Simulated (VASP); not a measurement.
# Lu: single point with PBE

The system is Lu.

```
Lu
1.0
    -1.95043    1.95043    1.95043
     1.95043   -1.95043    1.95043
     1.95043    1.95043   -1.95043
Lu
1
Direct
  0.00000 0.00000 0.00000
```

- Program: VASP 6.6.1
- Task: single point
- Functional: PBE
- Potentials or basis: VASP PAW PBE potentials, release 64 (Lu)
- Cutoff: 520 eV
- k mesh: 8 × 8 × 8
- Occupations: gaussian, width 0.05 eV
- Spin: no spin polarisation

The pressure is -0.2 GPa.

Levels at points of the mesh, in eV from the Fermi level:
```tsv
k point	band 9	band 10	band 11	band 12	band 13	band 14	band 15	band 16
(0.00, 0.00, 0.00)	-5.11	-5.11	-5.11	-5.09	2.10	2.10	2.10	4.30
(0.50, 0.00, 0.00)	-5.12	-5.11	-5.10	-2.51	0.39	0.42	4.06	5.03
(0.50, 0.50, 0.50)	-5.10	-5.10	-5.10	-1.48	-1.48	5.60	5.60	5.60
```

Wall time 8.4 s on 1 thread of Intel(R) Xeon(R) 6975P-C (Granite Rapids), on a shared host, peak memory 0.17 GiB.

Caveat: spin-orbit coupling is left out, which moves the levels of the heavy elements.
